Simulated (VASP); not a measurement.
Write the native input for VASP 6.6.1 that does the following.

```yaml
Task: single point
Functional: r2SCAN
Potentials_or_basis: VASP PAW PBE potentials, release 64 (S, Li_sv)
Cutoff: 830 eV
k_mesh: 8 × 8 × 8
Occupations: fermi-dirac, width 0.02 eV
Spin: no spin polarisation
Dipole_correction: no
Further_INCAR_settings: ALGO = Normal; EDIFF = 1e-06; NBANDS = 13
```

Crystal: Li2S.

```xyz
3
Lattice="0.0000 2.8453 2.8453 2.8453 0.0000 2.8453 2.8453 2.8453 0.0000" Properties=species:S:1:pos:R:3 pbc="T T T"
S     0.0000    0.0000    0.0000
Li    1.4226    1.4226    1.4226
Li    4.2679    4.2679    4.2679
```

One way to write it, as run:

POSCAR

```
Li2S
1.0
    0.0000000000      2.8452942241      2.8452942241
    2.8452942241      0.0000000000      2.8452942241
    2.8452942241      2.8452942241      0.0000000000
S Li
1 2
Direct
    0.0000000000      0.0000000000      0.0000000000
    0.2500000000      0.2500000000      0.2500000000
    0.7500000000      0.7500000000      0.7500000000
```

INCAR.step1

```
SYSTEM = Li2S
ALGO     = Normal         ! electronic algorithm
EDIFF    = 1E-5           ! SCF threshold, eV
ENCUT    = 830            ! plane-wave cutoff, eV
GGA      = PE             ! functional
GGA_COMPAT= .False.      
ISMEAR   = -1             ! smearing method
LASPH    = .True.         ! aspherical terms in the spheres
LCHARG   = .False.        ! write CHGCAR
LREAL    = .False.        ! projectors in reciprocal space
LWAVE    = .True.         ! write WAVECAR
NBANDS   = 13             ! bands
NELM     = 120            ! most SCF steps
PREC     = Accurate       ! precision mode
SIGMA    = 0.02           ! smearing width, eV
```

INCAR.step2

```
SYSTEM = Li2S
ALGO     = Normal         ! electronic algorithm
EDIFF    = 1E-6           ! SCF threshold, eV
ENCUT    = 830            ! plane-wave cutoff, eV
GGA_COMPAT= .False.      
ISIF     = 2              ! what is computed and relaxed
ISMEAR   = -1             ! smearing method
ISTART   = 1            
LASPH    = .True.         ! aspherical terms in the spheres
LCHARG   = .False.        ! write CHGCAR
LMIXTAU  = .True.       
LREAL    = .False.        ! projectors in reciprocal space
LWAVE    = .False.        ! write WAVECAR
METAGGA  = R2SCAN         ! meta-GGA
NBANDS   = 13             ! bands
NELM     = 120            ! most SCF steps
PREC     = Accurate       ! precision mode
SIGMA    = 0.02           ! smearing width, eV
```

KPOINTS

```
k-points
0
Gamma
  8 8 8
  0 0 0
```

Potentials or basis: VASP PAW PBE potentials, release 64 (S, Li_sv).

Launch:

```bash
$ cat potpaw_PBE.64/S/POTCAR potpaw_PBE.64/Li_sv/POTCAR > POTCAR
$ cp INCAR.step1 INCAR
$ mpirun -np 1 vasp_std > vasp.out
$ cp INCAR.step2 INCAR
$ mpirun -np 1 vasp_std > vasp.out
```

It gave:

| Quantity | Value |
| --- | --- |
| Pressure | -0.2 GPa |
| Band gap on the k mesh | 3.86 eV (least direct gap 5.05 eV) |

Caveat: the PAW data sets were made with another functional, which shifts forces and pressure a little.

It took 90 s on 1 thread of Intel(R) Xeon(R) 6975P-C (Granite Rapids) (shared host), peak memory 0.25 GiB.
